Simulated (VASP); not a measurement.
Set up this calculation in VASP 6.6.1, as the native input.

```
Task                            : G0W0 quasiparticle levels
Functional                      : PBE
Potentials or basis             : VASP PAW PBE potentials, release 64 (In_d_GW, P_GW)
Cutoff                          : 500 eV
k mesh                          : 4 × 4 × 4
Occupations                     : gaussian, width 0.01 eV
Spin                            : no spin polarisation
Dipole correction               : no
GW scheme                       : G0W0
GW iterations                   : 1
Cutoff of the response function : 150
Frequency points                : 96
Empty bands                     : 217
Further INCAR settings          : ALGO = EVGW0; EDIFF = 1e-08; NBANDS = 226
```

InP:

```
In P
1.0
     0.00000    2.95381    2.99399
     2.95381    0.00000    2.99399
     2.95381    2.95381    0.00000
In P
1 1
Direct
  0.00000 0.00000 0.00000
  0.25000 0.25000 0.25000
```

One way to write it, as run:

POSCAR

```
InP
1.0
    0.0000000000      2.9538133435      2.9939852050
    2.9538133435      0.0000000000      2.9939852050
    2.9538133435      2.9538133435      0.0000000000
In P
1 1
Direct
    0.0000000000      0.0000000000      0.0000000000
    0.2500000000      0.2500000000      0.2500000000
```

INCAR.step1

```
PREC = Accurate
ENCUT = 500
EDIFF = 1E-8
ISMEAR = 0
SIGMA = 0.01
LREAL = False
LASPH = True
NELM = 60
ALGO = Normal
LWAVE = True
LCHARG = False
GGA = PE
```

INCAR.step2

```
PREC = Accurate
ENCUT = 500
EDIFF = 1E-8
ISMEAR = 0
SIGMA = 0.01
LREAL = False
LASPH = True
NELM = 1
ALGO = Exact
LWAVE = True
LCHARG = False
GGA = PE
NBANDS = 226
LOPTICS = True
ISTART = 1
```

INCAR.step3

```
PREC = Accurate
ENCUT = 500
EDIFF = 1E-8
ISMEAR = 0
SIGMA = 0.01
LREAL = False
LASPH = True
ALGO = EVGW0
LWAVE = False
LCHARG = False
GGA = PE
NELMGW = 1
NBANDS = 226
ENCUTGW = 150.0
NOMEGA = 96
PRECFOCK = Fast
ISTART = 1
NBANDSGW = 17
OMEGAMAX = 20
```

KPOINTS

```
regular mesh
0
Gamma
  4 4 4
```

Potentials or basis: VASP PAW PBE potentials, release 64 (In_d_GW, P_GW).

Launch:

```bash
$ cat potpaw_PBE.64/In_d_GW/POTCAR potpaw_PBE.64/P_GW/POTCAR > POTCAR
$ cp INCAR.step1 INCAR
$ mpirun -np 1 vasp_std > vasp.out
$ cp INCAR.step2 INCAR
$ mpirun -np 1 vasp_std > vasp.out
$ cp INCAR.step3 INCAR
$ mpirun -np 1 vasp_std > vasp.out
```

It gave:

| Item | Value |
| --- | --- |
| Quasiparticle gap | 0.97 eV |
| Least direct quasiparticle gap | 0.97 eV |
| Band gap of the starting levels on the mesh | 0.47 eV |
| Least direct gap of the starting levels on the mesh | 0.47 eV |

Caveat: the k points lie up to 0.46 Å⁻¹ apart; bands, screening cutoff and mesh are small and nothing is extrapolated, so the quasiparticle values aren't converged; spin-orbit coupling is left out, which moves the levels of the heavy elements.

It took 12 min on 1 thread of Intel(R) Xeon(R) Platinum 8488C (Sapphire Rapids), with other jobs on the host, peak memory 0.77 GiB.
